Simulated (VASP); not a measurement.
# Cu (P6_3/mmc) in VASP: notebook

Runs on Cu. Level: PBEsol. Tasks: single point.

Everything below comes from runs of VASP 6.6.1. Logs are shortened: lines on timing, memory, paths and dates and some standing lists are left out, and cuts for length are marked.

## (1) The cell of the first run

Symmetry: P6_3/mmc, No. 194, hexagonal system. Conventional cell: a = 2.458 Å, b = 2.458 Å, c = 4.322 Å, α = 90.00°, β = 90.00°, γ = 120.00°. Within 3.2 Å of Cu (site symmetry -6m2) lie 12 Cu at 2.46 to 2.59 Å.

This isn't the form of Cu at room conditions, which is fcc.

## (2) Single point, PBEsol (strain -0.025 along x and y, +0.050 along z)

Contents of INCAR:

```
PREC = Accurate
ENCUT = 520
EDIFF = 1E-6
ISMEAR = 0
SIGMA = 0.15
LREAL = False
LASPH = True
NELM = 100
ALGO = Fast
ISIF = 2
LWAVE = False
LCHARG = False
GGA = PS
NBANDS = 18
```

Contents of KPOINTS:

```
Automatic mesh
0
Gamma
  30 30 14
```

Contents of POSCAR:

```
Cu
1.0
    2.4575762503      0.0000000000      0.0000000000
   -1.2287881252      2.1283234645      0.0000000000
    0.0000000000      0.0000000000      4.3223494333
Cu
2
Direct
    0.3333333333      0.6666666667      0.2500000000
    0.6666666667      0.3333333333      0.7500000000
```

Potentials or basis: VASP PAW PBE potentials, release 64 (Cu).

Run with:

```sh
cat potpaw_PBE.64/Cu/POTCAR > POTCAR
mpirun -np 1 vasp_std > vasp.out
```

OUTCAR:

```text
PREC = Accurate
   ENCUT = 520
   EDIFF = 1E-6
   ISMEAR = 0
   LREAL = False
   LASPH = True
   NELM = 100
   ISIF = 2
   GGA = PS

 ion  position               nearest neighbor table
   1  0.333  0.667  0.250-   2 2.59   2 2.59   2 2.59   2 2.59   2 2.59   2 2.59
   2  0.667  0.333  0.750-   1 2.59   1 2.59   1 2.59   1 2.59   1 2.59   1 2.59

  LATTYP: Found a hexagonal cell.
 ALAT       =     2.4575762503
 C/A-ratio  =     1.7587854834

  Lattice vectors:

 A1 = (   2.4575762503,   0.0000000000,   0.0000000000)
 A2 = (  -1.2287881252,   2.1283234645,   0.0000000000)
 A3 = (   0.0000000000,   0.0000000000,   4.3223494333)

Analysis of symmetry for initial positions (statically):
=====================================================================
 Subroutine PRICEL returns:
 Original cell was already a primitive cell.

 Routine SETGRP: Setting up the symmetry group for a
 hexagonal supercell.

 Subroutine GETGRP returns: Found 24 space group operations
 (whereof 12 operations were pure point group operations)
 out of a pool of 24 trial point group operations.

The static configuration has the point symmetry D_3d.
 The point group associated with its full space group is D_6h.

Analysis of symmetry for dynamics (positions and initial velocities):
=====================================================================
 Subroutine PRICEL returns:
 Original cell was already a primitive cell.

 Routine SETGRP: Setting up the symmetry group for a
 hexagonal supercell.

 Subroutine GETGRP returns: Found 24 space group operations
 (whereof 12 operations were pure point group operations)
 out of a pool of 24 trial point group operations.

The dynamic configuration has the point symmetry D_3d.
 The point group associated with its full space group is D_6h.

 Subroutine INISYM returns: Found 24 space group operations
 (whereof 12 operations are pure point group operations),
 and found     1 'primitive' translations

----------------------------------------------------------------------------------------

                                     Primitive cell

  volume of cell :      22.6081

  direct lattice vectors                    reciprocal lattice vectors
     2.457576250  0.000000000  0.000000000     0.406904974  0.234926696  0.000000000
    -1.228788125  2.128323465  0.000000000     0.000000000  0.469853392  0.000000000
     0.000000000  0.000000000  4.322349433     0.000000000  0.000000000  0.231355659

  length of vectors
[... 81 lines left out ...]
   NELM   =    100;   NELMIN=  2; NELMDL= -5     # of ELM steps
   EDIFF  = 0.1E-05   stopping-criterion for ELM
   LREAL  =      F    real-space projection
   EDIFFG = 0.1E-04   stopping-criterion for IOM
   NSW    =      0    number of steps for IOM
   IBRION =     -1    ionic relax: 0-MD 1-quasi-New 2-CG
   NFREE  =      0    steps in history (QN), initial steepest desc. (CG)
   ISIF   =      2    stress and relaxation
   ISYM   =      2    0-nonsym 1-usesym 2-fastsym
   POTIM  = 0.5000    time-step for ionic-motion
   TEBEG  =    0.0;   TEEND  =   0.0 temperature during run
   PSTRESS=    0.0 pullay stress
   NELECT =      22.0000    total number of electrons
   NUPDOWN=      -1.0000    fix difference up-down
   EMIN   =  10.00;   EMAX   =-10.00  energy-range for DOS
   EFERMI =   0.00;   METHOD = LEGACY
   ISMEAR =     0;   SIGMA  =   0.15  broadening in eV -4-tet -1-fermi 0-gaus
   EFERMI_NEDOS =   21; number of points for ismear=-14 and -15
   IALGO  =     68    algorithm
   IMIX   =      4    mixing-type and parameters
     AMIX     =   0.40;   BMIX     =  1.00
     AMIX_MAG =   1.60;   BMIX_MAG =  1.00
  volume/ion in A,a.u.               =      11.30        76.28
  Fermi-wavevector in a.u.,A,eV,Ry     =   1.622287  3.065677 35.807997  2.631813
  Thomas-Fermi vector in A             =   2.715924
   LORBIT       =      0    0 simple, 1 ext, 2 COOP (PROOUT), +10 PAW based schemes
   GGA     = PS    functional components
   LHFCALC =     F    Hartree Fock is set to
   AEXX    =    0.0000 exact exchange contribution
   IVDW    =     0    specifies the selected vdW correction
   LEPSILON=     F    determine dielectric tensor
   LRPA    =     F    only Hartree local field effects (RPA)
 non-spin polarized calculation
 RMM-DIIS sequential band-by-band and
 Gauss-broadening in eV      SIGMA  =   0.15
  energy-cutoff  :      520.00
  volume of cell :       22.61
 maximum number of plane-waves:       624
   NGX =  9   NGY =  9   NGZ = 17

 number of electron      22.0000000 magnetization

 Free energy of the ion-electron system (eV)
  ---------------------------------------------------
  ext. energy  EPLUGINS =         0.00000000
  ---------------------------------------------------
  free energy    TOTEN  =        -8.55773945 eV

  energy without entropy =       -8.54970103  energy(sigma->0) =       -8.55372024

 E-fermi :   7.9527     XC(G=0): -13.1617

 val. band max:        7.9505232812   @ k =   0.3667   0.1333   0.2143
 cond. band min:       7.9569542567   @ k =   0.4333   0.0667   0.0000
 fundamental gap:      0.0064309755
 Fermi energy:         7.9526821994

 k-point     1 :       0.0000    0.0000    0.0000
  band No.  band energies     occupation
      1      -1.7736      2.00000
      2       2.4113      2.00000
      3       4.5078      2.00000
      4       4.8327      2.00000
      5       4.8327      2.00000
      6       4.9987      2.00000
[... 481 lines left out ...]
      5       4.6128      2.00000
      6       5.0426      2.00000
[... 10 lines left out ...]
     17      25.9015      0.00000
     18      29.9057      0.00000

 [... further k-points ...]

------------------------ aborting loop because EDIFF is reached ----------------------------------------

  FORCE on cell =-STRESS in cart. coord.  units (eV):
  Direction    XX          YY          ZZ          XY          YZ          ZX
  --------------------------------------------------------------------------------------
  -------------------------------------------------------------------------------------
  Total        0.9327428      0.9327428     -1.0688116     -0.0000000      0.0000000      0.0000000
  in kB       66.1009942     66.1009942    -75.7438216     -0.0000000      0.0000000      0.0000000
  external PRESSURE =      18.8193889 kB  Pullay stress =       0.0000000 kB

 VOLUME and BASIS-vectors are now :
 -----------------------------------------------------------------------------
  energy-cutoff  :      520.00
  volume of cell :       22.61
      direct lattice vectors                 reciprocal lattice vectors
     2.457576250  0.000000000  0.000000000     0.406904974  0.234926696  0.000000000
    -1.228788125  2.128323465  0.000000000     0.000000000  0.469853392  0.000000000
     0.000000000  0.000000000  4.322349433     0.000000000  0.000000000  0.231355659

 POSITION                                       TOTAL-FORCE (eV/Angst)
 -----------------------------------------------------------------------------------
     -0.00000      1.41888      1.08059        -0.000000      0.000000      0.000000
      1.22879      0.70944      3.24176         0.000000      0.000000      0.000000
 -----------------------------------------------------------------------------------
    total drift:                               -0.000000      0.000000     -0.000000

  FREE ENERGIE OF THE ION-ELECTRON SYSTEM (eV)
  ---------------------------------------------------
  free  energy   TOTEN  =        -8.5577394481 eV

  energy  without entropy=       -8.5497010254  energy(sigma->0) =       -8.55372024
```

OSZICAR:

```text
N       E                     dE             d eps       ncg     rms          rms(c)
DAV:   1     0.120424352206E+03    0.12042E+03   -0.10522E+04 28464   0.222E+03
DAV:   2    -0.448835192520E+01   -0.12491E+03   -0.11853E+03 26270   0.288E+02
DAV:   3    -0.106994566311E+02   -0.62111E+01   -0.59573E+01 29326   0.866E+01
DAV:   4    -0.107651643410E+02   -0.65708E-01   -0.65659E-01 31038   0.963E+00
DAV:   5    -0.107659732581E+02   -0.80892E-03   -0.80889E-03 31740   0.925E-01    0.120E+01
RMM:   6    -0.933586051710E+01    0.14301E+01   -0.12542E+01 30626   0.629E+01    0.658E+00
RMM:   7    -0.858269128950E+01    0.75317E+00   -0.21713E+00 30339   0.273E+01    0.151E+00
RMM:   8    -0.856085003861E+01    0.21841E-01   -0.74500E-02 32108   0.254E+00    0.409E-01
RMM:   9    -0.855746963354E+01    0.33804E-02   -0.16647E-02 31685   0.243E+00    0.455E-02
RMM:  10    -0.855771372208E+01   -0.24409E-03   -0.25587E-03 32404   0.607E-01    0.478E-02
RMM:  11    -0.855772690410E+01   -0.13182E-04   -0.40728E-04 32555   0.201E-01    0.625E-03
RMM:  12    -0.855773784235E+01   -0.10938E-04   -0.98579E-05 35180   0.101E-01    0.399E-03
RMM:  13    -0.855773906681E+01   -0.12245E-05   -0.93410E-06 26309   0.287E-02    0.227E-03
RMM:  14    -0.855773944814E+01   -0.38133E-06   -0.21793E-06 19993   0.148E-02
   1 F= -.85577394E+01 E0= -.85537202E+01  d E =-.803842E-02
```

stdout:

```text
POSCAR found type information on POSCAR Cu
 POSCAR found :  1 types and       2 ions
 scaLAPACK will be used
 -----------------------------------------------------------------------------
|                                                                             |
|                                                                             |
|     You enforced a specific xc type in the INCAR file but a different       |
|     I HOPE YOU KNOW WHAT YOU ARE DOING!                                     |
|                                                                             |
 -----------------------------------------------------------------------------

 LDA part: xc-table for (Slater+PW92), standard interpolation
 POSCAR, INCAR and KPOINTS ok, starting setup
 FFT: planning ... GRIDC
 FFT: planning ... GRID_SOFT
 FFT: planning ... GRID
 WAVECAR not read
 entering main loop
WARNING in EDDRMM: call to ZHEGV failed, returncode =   6  3     17
WARNING in EDDRMM: call to ZHEGV failed, returncode =   8  4     15
WARNING in EDDRMM: call to ZHEGV failed, returncode =   6  3     16
```

It took 5 min on 1 thread of Intel Xeon 8259CL, shared host; peak memory 0.33 GiB.

What came out:

- Free energy: -8.5577 eV
- Pressure: 1.9 GPa
- Band gap on the k mesh: zero (bands 11 and 12 overlap by 6.53 eV)

Caveat: the cell differs from its parent crystal (strain -0.025 along x and y, +0.050 along z); the stress differs along the axes, from -8 to 7 GPa; the PAW data sets were made with another functional, which shifts forces and pressure a little.

## (3) Single point, PBEsol (strain +0.025 along x and y, -0.050 along z)

Contents of INCAR:

```
ALGO = Fast
EDIFF = 1E-6
ENCUT = 520
GGA = PS
ISIF = 2
ISMEAR = 0
LASPH = T
LCHARG = T
LELF = T
LREAL = F
LVHAR = T
LWAVE = F
NBANDS = 18
NELM = 80
PREC = Accurate
SIGMA = 0.15
```

Contents of KPOINTS:

```
k-points
0
Gamma
  30 30 14
```

Contents of POSCAR:

```
Cu
1.0
    2.5836058016      0.0000000000      0.0000000000
   -1.2918029008      2.2374682575      0.0000000000
    0.0000000000      0.0000000000      3.9106971063
Cu
2
Direct
    0.3333333333      0.6666666667      0.2500000000
    0.6666666667      0.3333333333      0.7500000000
```

Potentials or basis: VASP PAW PBE potentials, release 64 (Cu).

Run with:

```sh
cat potpaw_PBE.64/Cu/POTCAR > POTCAR
mpirun -np 1 vasp_std > vasp.out
```

Run time: 6 min. Hardware: 1 thread of Intel Xeon 8259CL, shared host; peak memory 0.34 GiB.

It converged, with:

```yaml
Free_energy: -8.5457 eV
Pressure: 2.1 GPa
Band_gap_on_the_k_mesh: zero (bands 11 and 12 overlap by 5.74 eV)
```

Stress tensor (GPa, compression positive):
```
-2.69  0.00  0.00
 0.00 -2.69  0.00
 0.00  0.00 11.74
```

Levels at points of the mesh, in eV from the Fermi level:
```
           k point  band 7  band 8  band 9  band 10  band 11  band 12  band 13  band 14  band 15  band 16
(0.00, 0.00, 0.00)   -2.80   -2.77   -2.77    -1.74    -1.74    -0.36     5.11    20.69    20.71    20.71
(0.50, 0.00, 0.00)   -2.65   -1.79   -1.63    -1.50    -0.16     1.35     8.35     9.06    11.39    12.06
(0.00, 0.00, 0.50)   -3.22   -3.22   -1.97    -1.97    -1.97    -1.97    14.88    14.88    21.46    21.46
(0.50, 0.00, 0.50)   -1.98   -1.98   -1.68    -1.68     0.36     0.36     4.91     4.91    15.72    15.72
```

Caveat: the cell differs from its parent crystal (strain +0.025 along x and y, -0.050 along z); the stress differs along the axes, from -3 to 12 GPa; the PAW data sets were made with another functional, which shifts forces and pressure a little.

## (4) Single point, PBEsol (strain +0.000 along x and y, +0.025 along z)

Contents of INCAR:

```
SYSTEM = Cu
  PREC = Accurate
  ENCUT = 520
  EDIFF = 1E-7
  ISMEAR = 0
  SIGMA = 0.15
  LREAL = .FALSE.
  LASPH = .TRUE.
  NELM = 60
  ALGO = Fast
  ISIF = 2
  LWAVE = .FALSE.
  LCHARG = .FALSE.
  GGA = PS
  NBANDS = 18
```

Contents of KPOINTS:

```
regular mesh
0
G
  30 30 14
  0 0 0
```

Contents of POSCAR:

```
Cu
1.0
    2.5205910259      0.0000000000      0.0000000000
   -1.2602955130      2.1828958610      0.0000000000
    0.0000000000      0.0000000000      4.2194363515
Cu
2
Direct
    0.3333333333      0.6666666667      0.2500000000
    0.6666666667      0.3333333333      0.7500000000
```

Run with:

```sh
cat potpaw_PBE.64/Cu/POTCAR > POTCAR
mpirun -np 1 vasp_std > vasp.out
```

Wall time 6.2 min (1 thread of Intel Xeon 8259CL, shared host); peak memory 0.35 GiB.

Results (log left out):

| Item | Value |
| --- | --- |
| Free energy | -8.5964 eV |
| Pressure | -3.1 GPa |
| Band gap on the k mesh | zero (bands 11 and 12 overlap by 6.16 eV) |

Stress tensor (GPa, compression positive):
```
-1.89  0.00  0.00
 0.00 -1.89  0.00
 0.00  0.00 -5.45
```

Levels at points of the mesh, in eV from the Fermi level:
| k point | band 7 | band 8 | band 9 | band 10 | band 11 | band 12 | band 13 | band 14 | band 15 | band 16 |
| --- | --- | --- | --- | --- | --- | --- | --- | --- | --- | --- |
| (0.00, 0.00, 0.00) | -2.80 | -2.42 | -2.42 | -1.71 | -1.71 | -1.28 | 3.51 | 21.85 | 22.54 | 22.54 |
| (0.50, 0.00, 0.00) | -2.79 | -1.60 | -1.58 | -1.49 | 0.07 | 1.69 | 7.73 | 8.02 | 10.66 | 10.96 |
| (0.00, 0.00, 0.50) | -3.01 | -3.01 | -1.94 | -1.94 | -1.94 | -1.94 | 11.96 | 11.96 | 22.53 | 22.53 |
| (0.50, 0.00, 0.50) | -1.89 | -1.89 | -1.53 | -1.53 | 0.50 | 0.50 | 5.01 | 5.01 | 16.54 | 16.54 |

Caveat: the cell differs from its parent crystal (strain +0.000 along x and y, +0.025 along z); the cell stands under tension; the PAW data sets were made with another functional, which shifts forces and pressure a little.

## (5) Single point, PBEsol (strain +0.000 along x and y, +0.050 along z)

Contents of INCAR:

```
SYSTEM = Cu
ALGO = Fast
EDIFF = 1E-6
ENCUT = 520
GGA = PS
ISIF = 2
ISMEAR = 0
LASPH = .TRUE.
LCHARG = .FALSE.
LREAL = .FALSE.
LWAVE = .FALSE.
NBANDS = 18
NELM = 100
PREC = Accurate
SIGMA = 0.15
```

Contents of KPOINTS:

```
k-points
0
G
  30 30 14
  0 0 0
```

POSCAR, as its differences from that of step 4:

```diff
@@ -4,3 +4,3 @@
    -1.2602955130      2.1828958610      0.0000000000
-    0.0000000000      0.0000000000      4.2194363515
+    0.0000000000      0.0000000000      4.3223494333
 Cu
```

Run with:

```sh
cat potpaw_PBE.64/Cu/POTCAR > POTCAR
mpirun -np 1 vasp_std > vasp.out
```

Wall time 7 min (1 thread of Intel Xeon 8259CL, shared host); peak memory 0.35 GiB.

Results (log left out):

```
Free energy            : -8.5674 eV
Pressure               : -6.2 GPa
Band gap on the k mesh : zero (bands 11 and 12 overlap by 6.19 eV)
```

Stress tensor (GPa, compression positive):
```
 -3.76   0.00   0.00
  0.00  -3.76   0.00
  0.00   0.00 -10.96
```

Levels at points of the mesh, in eV from the Fermi level:
| k point | band 7 | band 8 | band 9 | band 10 | band 11 | band 12 | band 13 | band 14 | band 15 | band 16 |
| --- | --- | --- | --- | --- | --- | --- | --- | --- | --- | --- |
| (0.00, 0.00, 0.00) | -2.76 | -2.31 | -2.31 | -1.70 | -1.70 | -1.41 | 3.07 | 21.97 | 22.12 | 22.70 |
| (0.50, 0.00, 0.00) | -2.77 | -1.62 | -1.53 | -1.46 | 0.11 | 1.72 | 7.53 | 7.69 | 10.40 | 10.54 |
| (0.00, 0.00, 0.50) | -2.94 | -2.94 | -1.91 | -1.91 | -1.91 | -1.91 | 11.16 | 11.16 | 22.63 | 22.63 |
| (0.50, 0.00, 0.50) | -1.86 | -1.86 | -1.49 | -1.49 | 0.55 | 0.55 | 4.94 | 4.94 | 16.56 | 16.56 |

Caveat: the cell differs from its parent crystal (strain +0.000 along x and y, +0.050 along z); the stress differs along the axes, from -11 to -4 GPa; the PAW data sets were made with another functional, which shifts forces and pressure a little.

## (6) Overview

| cell | further INCAR settings | gap on the mesh (eV) | pressure (GPa) |
| --- | --- | --- | --- |
| a = 2.458, b = 2.458, c = 4.322 Å, angles 90.0, 90.0, 120.0°, 2 atoms | ALGO = Fast; EDIFF = 1e-06; NBANDS = 18 | none | 1.9 |
| a = 2.584, b = 2.584, c = 3.911 Å, angles 90.0, 90.0, 120.0°, 2 atoms | ALGO = Fast; EDIFF = 1e-06; NBANDS = 18 | none | 2.1 |
| a = 2.521, b = 2.521, c = 4.219 Å, angles 90.0, 90.0, 120.0°, 2 atoms | ALGO = Fast; EDIFF = 1e-07; NBANDS = 18 | none | -3.1 |
| a = 2.521, b = 2.521, c = 4.322 Å, angles 90.0, 90.0, 120.0°, 2 atoms | ALGO = Fast; EDIFF = 1e-06; NBANDS = 18 | none | -6.2 |

Alike in all rows: task single point; level PBEsol; potentials or basis VASP PAW PBE potentials, release 64 (Cu); no spin polarisation; k mesh 30 × 30 × 14; cutoff (eV) 520; smearing gaussian 0.15 eV.

Caveats: the PAW data sets were made with another functional, which shifts forces and pressure a little; the stress differs along the axes, from -8 to 7 GPa (at least some runs); the stress differs along the axes, from -3 to 12 GPa (at least some runs); the cell stands under tension (at least some runs); the stress differs along the axes, from -11 to -4 GPa (at least some runs).

Absolute energies hang on the potentials; compare differences alone.
